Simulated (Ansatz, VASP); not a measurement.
## Ru, level by level in two programs

```
CELL_PARAMETERS angstrom
2.75887 0.00000 0.00000
-1.37943 2.38925 0.00000
0.00000 0.00000 4.36588
ATOMIC_POSITIONS crystal
Ru 0.66667 0.33333 0.75000
Ru 0.33333 0.66667 0.25000
```

Single points on this cell with VASP 6.6.1 and Ansatz 0.2.0. Each row is one pair of runs.

| level | spin | k mesh | smearing | VASP's potentials, cutoff | Ansatz's potentials, cutoff | pressure (GPa), VASP | pressure (GPa), Ansatz |
| --- | --- | --- | --- | --- | --- | --- | --- |
| r2SCAN+D3(BJ) | off | 11 × 11 × 6 | fermi-dirac, width 0.05 eV | VASP PAW PBE potentials, release 64 (Ru_sv), 660 eV | Ansatz PAW, 500 eV | -21.6 | -21.7 |
| BHLYP | off | 6 × 6 × 3 | fermi-dirac, width 0.05 eV | VASP PAW PBE potentials, release 64 (Ru_pv), 520 eV | Ansatz PAW, 420 eV | -24.1 | -24.8 |
| PBE+D3(BJ) | non-collinear, zero start, SOC | 8 × 8 × 5 | fermi-dirac, width 0.02 eV | VASP PAW PBE potentials, release 64 (Ru_pv), 520 eV | Ansatz PAW, 420 eV | -19.5 | -19.5 |
| PBE-based screened hybrid | off | 6 × 6 × 3 | fermi-dirac, width 0.05 eV | VASP PAW PBE potentials, release 64 (Ru_pv), 520 eV | Ansatz PAW, 420 eV | -23.5 | -23.9 |
| LDA | off | 11 × 11 × 6 | fermi-dirac, width 0.05 eV | VASP PAW LDA potentials, release 64 (Ru_pv), 520 eV | JTH PAW LDA, 1800 eV | -27.0 | -27.6 |
| LDA | non-collinear, zero start, SOC | 11 × 11 × 6 | fermi-dirac, width 0.05 eV | VASP PAW LDA potentials, release 64 (Ru_pv), 520 eV | Ansatz PAW, 420 eV | -26.7 | -27.5 |

Pressure (GPa): the two programs differ by at most 0.78.

VASP's potentials hold 28 valence electrons a cell and Ansatz's 32 in some rows, so a difference there can come from the potentials and not from the codes.

The k mesh is coarse in some rows, so the values compare programs but aren't converged.
